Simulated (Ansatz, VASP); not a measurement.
This is a calculation of BN for VASP 6.6.1.

INCAR

```
PREC = Accurate ; ENCUT = 520
EDIFF = 1E-7 ; ISMEAR = 0
SIGMA = 0.1 ; LREAL = F
LASPH = T ; NELM = 80
ALGO = Normal ; ISIF = 2
LWAVE = F ; LCHARG = F
GGA = PS ; NBANDS = 11
```

KPOINTS

```
Automatic mesh
0
Gamma
  13 13 9
```

File POSCAR:

```
BN
1.0
    2.5080409239      0.0000000000      0.0000000000
   -1.2467107647      2.1762310413      0.0000000000
   -0.6306650796     -1.0881155206      3.0225400000
N B
1 1
Direct
    0.6685060000      0.3323850000      0.9849990000
    0.9796430000      0.9834990000      0.0018060000
```

Potentials or basis: VASP PAW PBE potentials, release 64 (N, B).

Command:

```sh
$ cat potpaw_PBE.64/N/POTCAR potpaw_PBE.64/B/POTCAR > POTCAR
$ mpirun -np 1 vasp_std > vasp.out
```

**Question.** Set up the same calculation for Ansatz 0.2.0. Potentials there: all-electron LAPW, scalar-relativistic.

**Answer.** As run (the cutoff follows the program's own potentials):

input.yaml

```yaml
crystal:
  lattice:
    - [2.5080409239, 0.0, 0.0]
    - [-1.2467107647, 2.1762310413, 0.0]
    - [-0.6306650796, -1.0881155206, 3.02254]
  atoms:
    - { symbol: "N", position: [0.668506, 0.332385, 0.984999] }
    - { symbol: B, position: [0.979643, 0.983499, 0.001806] }
kpoints:
  mp_grid: { grid: [13, 13, 9] }
scf:
  occupations: { method: gaussian, width: 0.1 }
hamiltonian:
  xc: pbesol
  pseudopotentials: { kind: all_electron, lapw: { basis_error: 0.001 } }
output:
  forces: true
  stress: true
  eigenvalues: true
```

Potentials or basis: all-electron LAPW, scalar-relativistic.

The run is started by

```sh
$ ansatz run input.yaml --threads 1 --pin off --max-ram 3072MiB --backend cpu --events-out ev --progress --plain --runs-dir out
```

Both were run:

|  | VASP | Ansatz | Ansatz less VASP |
| --- | --- | --- | --- |
| gap on the k mesh at the Fermi level (eV) | 2.70 | 2.71 | +0.006 |
| least direct gap on the mesh (eV) | 4.47 | 4.47 | +0.006 |
| pressure (GPa) | 1.9 | 1.6 | -0.32 |
| traceless stress, the component that is largest in VASP (GPa) | -7.79 | -7.96 | -0.171 |
| rms of the force components (eV/Å) | 1.581 | 1.582 | +0.0006 |

VASP's potentials were made for PBE, not for PBEsol. Atom by atom the forces differ by 0.001 eV/Å (rms over components). Ansatz ran all-electron here, and VASP with PAW potentials.
